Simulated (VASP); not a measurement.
## InAs3: single point with PBE

Crystal: InAs3.

```
CELL_PARAMETERS angstrom
-3.07387 3.07387 3.07387
3.07387 -3.07387 3.07387
3.07387 3.07387 -3.07387
ATOMIC_POSITIONS crystal
In 0.00000 0.00000 0.00000
As 0.00000 0.50000 0.50000
As 0.50000 0.00000 0.50000
As 0.50000 0.50000 0.00000
```

```yaml
Program: VASP 6.6.1
Task: single point
Functional: PBE
Potentials_or_basis: VASP PAW PBE potentials, release 64 (In_d, As)
Cutoff: 520 eV
k_mesh: 4 × 4 × 4
Occupations: gaussian, width 0.1 eV
Spin: no spin polarisation
```

The pressure is -9.9 GPa and the band gap on the k mesh is zero (band 14 reaches 2.99 eV, above the bottom of band 15 at 1.37 eV).

Levels at points of the mesh, in eV from the Fermi level:
```
           k point  band 11  band 12  band 13  band 14  band 15  band 16  band 17  band 18
(0.00, 0.00, 0.00)    -2.54    -2.54    -1.62    -1.62    -1.62     3.66     3.66     3.66
(0.50, 0.00, 0.00)    -2.03    -0.60    -0.30    -0.11    -0.09     0.88     2.64     3.39
(0.50, 0.50, 0.50)    -3.95    -2.44    -0.45    -0.45    -0.45     4.19     4.19     4.19
```

It took 17 s on 1 thread of AMD EPYC 9R45 96-Core Processor (Zen 5), with other jobs on the host, peak memory 0.2 GiB.

Caveat: the k points lie up to 0.36 Å⁻¹ apart; spin-orbit coupling is left out, which moves the levels of the heavy elements.
